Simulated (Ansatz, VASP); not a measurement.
**Two plane-wave programs on MgO**

The input INCAR:

```
PREC = Accurate
ENCUT = 520
EDIFF = 1E-6
ISMEAR = 0
SIGMA = 0.05
LREAL = False
LASPH = True
NELM = 100
ALGO = Normal
ISIF = 2
LWAVE = False
LCHARG = True
GGA = PE
LELF = True
LVHAR = True
NBANDS = 16
```

The input KPOINTS:

```
regular mesh
0
Gamma
  9 9 6
```

File POSCAR:

```
MgO
1.0
    3.5917000000      0.0000000000      0.0000000000
   -1.7958500000      3.1105034428      0.0000000000
    0.0000000000      0.0000000000      4.2818000000
Mg O
2 2
Direct
    0.6666666667      0.3333333333      0.7500000000
    0.3333333333      0.6666666667      0.2500000000
    0.6666666667      0.3333333333      0.2500000000
    0.3333333333      0.6666666667      0.7500000000
```

Input for Ansatz:

```yaml
crystal:
  lattice:
    - [3.5917, 0.0, 0.0]
    - [-1.79585, 3.1105034428, 0.0]
    - [0.0, 0.0, 4.2818]
  atoms:
    - { symbol: Mg, position: [0.6666666667, 0.3333333333, 0.75] }
    - { symbol: Mg, position: [0.3333333333, 0.6666666667, 0.25] }
    - { symbol: O, position: [0.6666666667, 0.3333333333, 0.25] }
    - { symbol: O, position: [0.3333333333, 0.6666666667, 0.75] }
basis:
  ecutwfc: 520.0
kpoints:
  mp_grid: { grid: [9, 9, 6] }
hamiltonian:
  xc: pbe
  pseudopotentials: { kind: paw, azcp: { folder: soft_1 } }
scf:
  occupations: { method: gaussian, width: 0.05 }
output:
  forces: true
  stress: true
  eigenvalues: true
  write_density: true
  write_potential: true
  elf: true
  volumetric_format: npy
```

Alike in both runs: task single point; functional PBE; k mesh 9 × 9 × 6; occupations gaussian, width 0.05 eV; no spin polarisation.

|  | VASP | Ansatz |
| --- | --- | --- |
| version | VASP 6.6.1 | Ansatz 0.2.0 |
| potentials or method | VASP PAW PBE potentials, release 64 (Mg, O), cutoff 520 eV | scalar-relativistic, plane waves, PAW |
| valence electrons in the cell | 16 | 32 |

Ansatz gave:

- gap on the k mesh at the Fermi level (eV): 3.05
- least direct gap on the mesh (eV): 3.05
- pressure (GPa): -5.5
- traceless stress, the component that is largest in VASP (GPa): 0.55

Q: What did VASP give for the same quantities?

A: gap on the k mesh at the Fermi level (eV): 3.03; least direct gap on the mesh (eV): 3.03; pressure (GPa): -6.1; traceless stress, the component that is largest in VASP (GPa): 0.46.

VASP's potentials hold 16 valence electrons a cell and Ansatz's 32, so a difference there can come from the potentials and not from the codes.
